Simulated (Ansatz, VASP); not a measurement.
## One calculation of AlAs, two programs

```
Al As
1.0
     0.00000    2.83731    2.83731
     2.83731    0.00000    2.83731
     2.83731    2.83731    0.00000
Al As
1 1
Direct
  0.00000 0.00000 0.00000
  0.25000 0.25000 0.25000
```

Alike in both runs: functional PBEsol; k mesh 8 × 8 × 8; occupations gaussian, width 0.02 eV; no spin polarisation.

Ansatz relaxed the structure, and its values are those at the end. VASP's run is a single point on that final structure, the one shown.

```csv
,VASP,Ansatz
version,VASP 6.6.1,Ansatz 0.2.0
potentials or method,"VASP PAW PBE potentials, release 64 (Al, As), cutoff 500 eV","scalar-relativistic, plane waves, PAW"
valence electrons in the cell,8,18
```

|  | VASP | Ansatz | Ansatz less VASP |
| --- | --- | --- | --- |
| gap on the k mesh at the Fermi level (eV) | 1.33 | 1.34 | +0.011 |
| least direct gap on the mesh (eV) | 1.92 | 1.91 | -0.017 |
| pressure (GPa) | 0.3 | 0.0 | -0.27 |

VASP's potentials were made for PBE, not for PBEsol. VASP's potentials hold 8 valence electrons a cell and Ansatz's 18, so a difference there can come from the potentials and not from the codes.
